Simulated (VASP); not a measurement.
# Al32H (a cell with a defect) in VASP: notebook, part 2 of 2

VASP 6.6.1.

## 4. Single point, PBE

INCAR reads:

```
ALGO = Normal ; EDIFF = 1E-6
ENCUT = 520 ; GGA = PE
ISIF = 2 ; ISMEAR = 0
LASPH = True ; LCHARG = False
LREAL = Auto ; LWAVE = False
NBANDS = 70 ; NELM = 80
PREC = Accurate ; SIGMA = 0.05
```

KPOINTS reads:

```
k-points
0
Gamma
  2 2 2
```

POSCAR reads:

```
Al32H
1.0
    8.1000000000      0.0000000000      0.0000000000
    0.0000000000      8.1000000000      0.0000000000
    0.0000000000      0.0000000000      8.1000000000
Al H
32 1
Direct
    0.5035451084      0.0035535921     -0.0004219345
    0.7456921886      0.2456502153     -0.0003257439
    0.7482522138      0.0012805355      0.2512956088
    0.0012906080     -0.0006758285     -0.0012622705
    0.2485079195      0.2502685797     -0.0012909045
    0.4993311962      0.5013197572     -0.0012628651
    0.7502770992      0.7484875888     -0.0012777413
    0.2494442142      0.0036158869      0.2536289856
    0.5012805633      0.2482209183      0.2512969718
    0.7456117488      0.5004056010      0.2538749930
    0.5012445863      0.0012461277      0.4985319768
    0.7482972112      0.2482665031      0.4985461310
    0.7457694950      0.0037099354      0.7502402321
   -0.0097375400      0.4903333724      0.0099679095
    0.2589700545      0.7588780514      0.0094274739
    0.0003782888      0.2455780788      0.2538677969
    0.2485587127      0.5012977873      0.2493446210
    0.5036178366      0.7494169136      0.2536391559
    0.0004141008      0.0036997298      0.4960610527
    0.2495075804      0.2457280291      0.4960537260
    0.5037085906      0.5004388560      0.4960431293
    0.7457693847      0.7494769715      0.4960536076
    0.2485949009     -0.0006730599      0.7510521892
    0.5037118749      0.2457173939      0.7502374525
    0.7503353550      0.5015628244      0.7513422380
    0.0012627806      0.7485300016      0.2493451109
    0.0014942848      0.5015241964      0.5004564623
    0.2486165626      0.7485822234      0.5003844057
    0.0015410532      0.2503247745      0.7513495671
    0.2593162370      0.4905275277      0.7402116617
    0.4993342243      0.7485665555      0.7510472228
   -0.0095278672      0.7592087527      0.7402271872
    0.1244967322      0.6244681073      0.8748721907
```

Potentials or basis: VASP PAW PBE potentials, release 64 (Al, H).

Started as:

```sh
> cat potpaw_PBE.64/Al/POTCAR potpaw_PBE.64/H/POTCAR > POTCAR
> mpirun -np 1 vasp_std > vasp.out
```

OUTCAR:

```text
EDIFF = 1E-6
   ENCUT = 520
   GGA = PE
   ISIF = 2
   ISMEAR = 0
   LASPH = True
   LREAL = Auto
   NELM = 80
   PREC = Accurate

 ion  position               nearest neighbor table
   1  0.504  0.004  1.000-   2 2.77  15 2.80  24 2.82  13 2.82   9 2.84   3 2.84   5 2.87   7 2.87
                            23 2.88  31 2.88   8 2.91  18 2.91
   2  0.746  0.246  1.000-   1 2.77  14 2.80  13 2.81  24 2.81   3 2.84   9 2.84   4 2.88   6 2.88
                            29 2.89  25 2.89  16 2.91  10 2.92
   3  0.748  0.001  0.251-   9 2.83  12 2.83  11 2.83   2 2.84   1 2.84  16 2.84  18 2.84  22 2.84
                            19 2.85   7 2.89   4 2.90  26 2.90
   4  0.001  0.999  0.999-  23 2.84   5 2.85  29 2.85  15 2.86  32 2.86  26 2.87  16 2.87   7 2.87
                             2 2.88   8 2.88  13 2.89   3 2.90
   5  0.249  0.250  0.999-  29 2.83   4 2.85  23 2.86  14 2.86  30 2.86   8 2.87  17 2.87   1 2.87
                             6 2.87  16 2.88  24 2.89   9 2.89
   6  0.499  0.501  0.999-  31 2.83   7 2.85  25 2.85  15 2.85  30 2.86  17 2.87  10 2.87   5 2.87
                             2 2.88  18 2.88  24 2.89   9 2.90
   7  0.750  0.748  0.999-  25 2.83   6 2.85  31 2.86  14 2.86  32 2.86  26 2.87  18 2.87   4 2.87
                             1 2.87  10 2.88  13 2.89   3 2.89
   8  0.249  0.004  0.254-  20 2.78  15 2.80  16 2.81  19 2.82   9 2.84  11 2.85   5 2.87  28 2.87
                             4 2.88  26 2.88   1 2.91  18 2.91
   9  0.501  0.248  0.251-   3 2.83  11 2.83  12 2.83   2 2.84   1 2.84   8 2.84  10 2.84  20 2.84
[... 32 lines left out ...]
                            24 2.88  22 2.88   2 2.89  12 2.90
  26  0.001  0.749  0.249-  17 2.83  27 2.85  15 2.85  14 2.85  28 2.85   4 2.87   7 2.87  19 2.87
                            22 2.88   8 2.88  10 2.89   3 2.90
  27  0.001  0.502  0.500-  28 2.83  32 2.85  26 2.85  30 2.85  17 2.85  25 2.88  29 2.88  10 2.88
                            16 2.88  22 2.89  20 2.89  12 2.90
  28  0.249  0.749  0.500-  27 2.83  17 2.85  26 2.85  30 2.85  32 2.86  31 2.87  23 2.87  18 2.87
                             8 2.87  21 2.88  19 2.88  11 2.89
  29  0.002  0.250  0.751-   5 2.83  23 2.85   4 2.85  30 2.86  14 2.86  19 2.88  27 2.88  25 2.88
                            13 2.88  20 2.88   2 2.89  12 2.90
  30  0.259  0.491  0.740-  33 1.89  21 2.80  20 2.80  24 2.80  27 2.85  28 2.85  29 2.86  31 2.86
                             6 2.86   5 2.86  32 3.08  15 3.08  14 3.09
  31  0.499  0.749  0.751-   6 2.83  25 2.85  30 2.86   7 2.86  15 2.86  28 2.87  23 2.87  22 2.87
                            13 2.87  21 2.88   1 2.88  11 2.89
  32  0.990  0.759  0.740-  33 1.89  19 2.80  22 2.80  13 2.80  27 2.85  25 2.85  28 2.86  23 2.86
[... 223 lines left out ...]
 Free energy of the ion-electron system (eV)
  ---------------------------------------------------
  ext. energy  EPLUGINS =         0.00000000
  ---------------------------------------------------
  free energy    TOTEN  =      -122.49929718 eV

  energy without entropy =     -122.46009256  energy(sigma->0) =     -122.47969487

 E-fermi :   7.6014     XC(G=0): -10.1927

 val. band max:        7.5644356727   @ k =   0.0000   0.5000   0.0000
 cond. band min:       7.6132171456   @ k =   0.0000   0.5000   0.0000
 fundamental gap:      0.0487814729
 Fermi energy:         7.6014478560

 k-point     1 :       0.0000    0.0000    0.0000
  band No.  band energies     occupation
      1      -3.2651      2.00000
      2      -1.5930      2.00000
      3      -0.9483      2.00000
      4      -0.9448      2.00000
      5      -0.9011      2.00000
      6      -0.8955      2.00000
[... 493 lines left out ...]
     59      11.2443      0.00000
     60      11.2450      0.00000
 [bands above 60 left out]

------------------------ aborting loop because EDIFF is reached ----------------------------------------

  FORCE on cell =-STRESS in cart. coord.  units (eV):
  Direction    XX          YY          ZZ          XY          YZ          ZX
  --------------------------------------------------------------------------------------
  -------------------------------------------------------------------------------------
  Total        3.2159560      3.2330318      3.1096074     -0.0061529     -0.0208176     -0.0220916
  in kB        9.6953976      9.7468774      9.3747801     -0.0185496     -0.0627606     -0.0666014
  external PRESSURE =       9.6056850 kB  Pullay stress =       0.0000000 kB

 VOLUME and BASIS-vectors are now :
 -----------------------------------------------------------------------------
  energy-cutoff  :      520.00
  volume of cell :      531.44
      direct lattice vectors                 reciprocal lattice vectors
     8.100000000  0.000000000  0.000000000     0.123456790  0.000000000  0.000000000
     0.000000000  8.100000000  0.000000000     0.000000000  0.123456790  0.000000000
     0.000000000  0.000000000  8.100000000     0.000000000  0.000000000  0.123456790

 POSITION                                       TOTAL-FORCE (eV/Angst)
 -----------------------------------------------------------------------------------
      4.07872      0.02878      8.09658         0.007988      0.007774     -0.003086
      6.04011      1.98977      8.09736        -0.004157     -0.003197     -0.006289
      6.06084      0.01037      2.03549        -0.006319      0.006427      0.009859
      0.01045      8.09453      8.08978         0.013699      0.002093     -0.015410
      2.01291      2.02718      8.08954        -0.011869     -0.006984     -0.012676
      4.04458      4.06069      8.08977         0.002624      0.012729     -0.015287
[... 25 lines left out ...]
      8.02282      6.14959      5.99584         0.003416      0.000652      0.003654
      1.00842      5.05819      7.08646         0.001786      0.001786      0.000450
 -----------------------------------------------------------------------------------
    total drift:                               -0.005906     -0.004949     -0.004426

  FREE ENERGIE OF THE ION-ELECTRON SYSTEM (eV)
  ---------------------------------------------------
  free  energy   TOTEN  =      -122.4992971842 eV

  energy  without entropy=     -122.4600925597  energy(sigma->0) =     -122.47969487
```

OSZICAR:

```text
N       E                     dE             d eps       ncg     rms          rms(c)
DAV:   1     0.131048822755E+03    0.13105E+03   -0.33706E+04  1120   0.111E+03
DAV:   2    -0.109652045482E+03   -0.24070E+03   -0.22498E+03  1334   0.145E+02
DAV:   3    -0.123202620044E+03   -0.13551E+02   -0.12873E+02  1370   0.280E+01
DAV:   4    -0.123452976138E+03   -0.25036E+00   -0.24797E+00  1328   0.416E+00
DAV:   5    -0.123456450892E+03   -0.34748E-02   -0.34732E-02  1294   0.541E-01    0.771E+00
DAV:   6    -0.122835074472E+03    0.62138E+00   -0.29063E-01  1330   0.150E+00    0.446E+00
DAV:   7    -0.122522219887E+03    0.31285E+00   -0.52427E-01  1212   0.178E+00    0.830E-01
DAV:   8    -0.122505744566E+03    0.16475E-01   -0.83704E-02  1226   0.752E-01    0.568E-01
DAV:   9    -0.122499808121E+03    0.59364E-02   -0.27618E-02  1370   0.401E-01    0.201E-01
DAV:  10    -0.122499379592E+03    0.42853E-03   -0.72148E-03  1250   0.192E-01    0.173E-01
DAV:  11    -0.122499338700E+03    0.40892E-04   -0.33117E-04  1306   0.482E-02    0.111E-01
DAV:  12    -0.122499331923E+03    0.67772E-05   -0.10020E-04  1282   0.274E-02    0.387E-02
DAV:  13    -0.122499297207E+03    0.34716E-04   -0.68316E-05  1250   0.216E-02    0.617E-03
DAV:  14    -0.122499297423E+03   -0.21595E-06   -0.19643E-05  1236   0.970E-03    0.431E-03
DAV:  15    -0.122499297184E+03    0.23888E-06   -0.23561E-07   708   0.174E-03
   1 F= -.12249930E+03 E0= -.12247969E+03  d E =-.392046E-01
```

stdout:

```text
POSCAR found type information on POSCAR AlH
 POSCAR found :  2 types and      33 ions
 scaLAPACK will be used
 LDA part: xc-table for (Slater+PW92), standard interpolation
 POSCAR, INCAR and KPOINTS ok, starting setup
 FFT: planning ... GRIDC
 FFT: planning ... GRID_SOFT
 FFT: planning ... GRID
 WAVECAR not read
 entering main loop
```

Run time: 5.2 min. Hardware: 1 thread of Intel Xeon Platinum 8488C (Sapphire Rapids), shared host; peak memory 0.55 GiB.

What came out:

* Free energy: -122.4993 eV
* Pressure: 1.0 GPa
* Largest force: 0.026 eV/Å
* Band gap on the k mesh: zero (an odd number of electrons rules out a gap without spin polarisation)

Forces in eV/Å, atoms in the order of the input:
```
Al   0.008  0.008 -0.003
Al  -0.004 -0.003 -0.006
Al  -0.006  0.006  0.010
Al   0.014  0.002 -0.015
Al  -0.012 -0.007 -0.013
Al   0.003  0.013 -0.015
Al  -0.007 -0.012 -0.013
Al  -0.005  0.009  0.007
Al   0.007 -0.005  0.010
Al  -0.002  0.001  0.011
Al   0.010  0.010 -0.012
Al  -0.003 -0.003 -0.007
Al  -0.001  0.010  0.004
Al   0.006  0.005 -0.009
Al   0.001  0.002 -0.002
Al   0.001 -0.002  0.010
Al  -0.014  0.010  0.006
Al   0.009 -0.004  0.007
Al   0.000  0.010 -0.005
Al  -0.007 -0.004 -0.009
Al   0.011  0.000 -0.005
Al  -0.004 -0.007 -0.009
Al  -0.018  0.003  0.018
Al   0.010  0.000  0.005
Al  -0.006  0.002  0.006
Al   0.011 -0.013  0.006
Al   0.003  0.003 -0.005
Al  -0.015 -0.014 -0.006
Al   0.002 -0.005  0.006
Al  -0.001  0.002  0.004
Al   0.004 -0.017  0.018
Al   0.003  0.001  0.004
H    0.002  0.002  0.000
```

Caveat: the k points lie up to 0.39 Å⁻¹ apart, too coarse for converged energies and pressures of a metal.

## 5. Single point, PBE

INCAR reads:

```
SYSTEM = Al32H
PREC     = Accurate       ! precision mode
ENCUT    = 520            ! plane-wave cutoff, eV
EDIFF    = 1E-6           ! SCF threshold, eV
ISMEAR   = 0              ! smearing method
SIGMA    = 0.05           ! smearing width, eV
LREAL    = Auto         
LASPH    = .TRUE.         ! aspherical terms in the spheres
NELM     = 100            ! most SCF steps
ALGO     = Normal         ! electronic algorithm
ISIF     = 2              ! what is computed and relaxed
LWAVE    = .FALSE.        ! write WAVECAR
LCHARG   = .FALSE.        ! write CHGCAR
GGA      = PE             ! functional
NBANDS   = 70             ! bands
```

KPOINTS reads:

```
regular mesh
0
G
  2 2 2
  0 0 0
```

POSCAR reads:

```
Al32H
1.0
    8.1000000000      0.0000000000      0.0000000000
    0.0000000000      8.1000000000      0.0000000000
    0.0000000000      0.0000000000      8.1000000000
Al H
32 1
Direct
    0.5035450617      0.0035535802     -0.0004219753
    0.7456922222      0.2456502469     -0.0003256790
    0.7482522222      0.0012804938      0.2512955556
    0.0012906173     -0.0006758025     -0.0012622222
    0.2485079012      0.2502685185     -0.0012908642
    0.4993312346      0.5013197531     -0.0012628395
    0.7502771605      0.7484875309     -0.0012777778
    0.2494441975      0.0036159259      0.2536290123
    0.5012806173      0.2482208642      0.2512969136
    0.7456117284      0.5004055556      0.2538749383
    0.5012445679      0.0012461728      0.4985319753
    0.7482971605      0.2482665432      0.4985461728
    0.7457695062      0.0037100000      0.7502402469
   -0.0097375309      0.4903333333      0.0099679012
    0.2589700000      0.7588780247      0.0094275309
    0.0003782716      0.2455780247      0.2538677778
    0.2485587654      0.5012977778      0.2493445679
    0.5036179012      0.7494169136      0.2536391358
    0.0004140741      0.0036997531      0.4960611111
    0.2495075309      0.2457280247      0.4960537037
    0.5037086420      0.5004388889      0.4960430864
    0.7457693827      0.7494769136      0.4960535802
    0.2485949383     -0.0006730864      0.7510522222
    0.5037118519      0.2457174074      0.7502374074
    0.7503353086      0.5015628395      0.7513422222
    0.0012628395      0.7485300000      0.2493450617
    0.0014943210      0.5015241975      0.5004564198
    0.2486165432      0.7485822222      0.5003844444
    0.0015411111      0.2503248148      0.7513496296
    0.2593162963      0.4905275309      0.7402116049
    0.4993341975      0.7485665432      0.7510471605
   -0.0095279012      0.7592087654      0.7402271605
    0.1244967901      0.6244681481      0.8748722222
```

Started as:

```sh
> cat potpaw_PBE.64/Al/POTCAR potpaw_PBE.64/H/POTCAR > POTCAR
> mpirun -np 1 vasp_std > vasp.out
```

Wall time 5.1 min (1 thread of Intel Xeon Platinum 8488C (Sapphire Rapids), shared host); peak memory 0.56 GiB.

The run converged. Its results:

```
Free energy            : -122.4993 eV
Pressure               : 1.0 GPa
Largest force          : 0.026 eV/Å
Band gap on the k mesh : zero (an odd number of electrons rules out a gap without spin polarisation)
```

Forces in eV/Å, atoms in the order of the input:
```
Al   0.008  0.008 -0.003
Al  -0.004 -0.003 -0.006
Al  -0.006  0.006  0.010
Al   0.014  0.002 -0.015
Al  -0.012 -0.007 -0.013
Al   0.003  0.013 -0.015
Al  -0.007 -0.012 -0.013
Al  -0.005  0.009  0.007
Al   0.007 -0.005  0.010
Al  -0.002  0.001  0.011
Al   0.010  0.010 -0.012
Al  -0.003 -0.003 -0.007
Al  -0.001  0.010  0.004
Al   0.006  0.005 -0.009
Al   0.001  0.002 -0.002
Al   0.001 -0.002  0.010
Al  -0.014  0.010  0.006
Al   0.009 -0.004  0.007
Al   0.000  0.010 -0.005
Al  -0.007 -0.004 -0.009
Al   0.011  0.000 -0.005
Al  -0.004 -0.007 -0.009
Al  -0.018  0.003  0.018
Al   0.010  0.000  0.005
Al  -0.006  0.002  0.006
Al   0.011 -0.013  0.006
Al   0.003  0.003 -0.005
Al  -0.015 -0.014 -0.006
Al   0.002 -0.005  0.006
Al  -0.001  0.002  0.004
Al   0.004 -0.017  0.018
Al   0.003  0.001  0.004
H    0.002  0.002  0.000
```

Levels at points of the mesh, in eV from the Fermi level:
| k point | band 45 | band 46 | band 47 | band 48 | band 49 | band 50 |
| --- | --- | --- | --- | --- | --- | --- |
| (0.00, 0.00, 0.00) | -0.45 | 0.47 | 0.47 | 0.47 | 0.54 | 0.54 |
| (0.50, 0.00, 0.00) | -0.47 | -0.07 | -0.04 | 0.01 | 0.02 | 0.04 |
| (0.00, 0.50, 0.00) | -0.47 | -0.07 | -0.04 | 0.01 | 0.02 | 0.04 |
| (0.00, 0.00, 0.50) | -0.47 | -0.08 | -0.04 | 0.02 | 0.02 | 0.04 |
| (0.50, 0.50, 0.00) | -0.13 | -0.10 | -0.07 | -0.07 | 0.73 | 1.12 |
| (0.00, 0.50, 0.50) | -0.13 | -0.10 | -0.07 | -0.07 | 0.73 | 1.12 |
| (0.50, 0.00, 0.50) | -0.13 | -0.10 | -0.07 | -0.07 | 0.72 | 1.12 |
| (0.50, 0.50, 0.50) | -0.43 | -0.40 | -0.40 | -0.40 | -0.40 | -0.40 |

Caveat: the k points lie up to 0.39 Å⁻¹ apart, too coarse for converged energies and pressures of a metal.
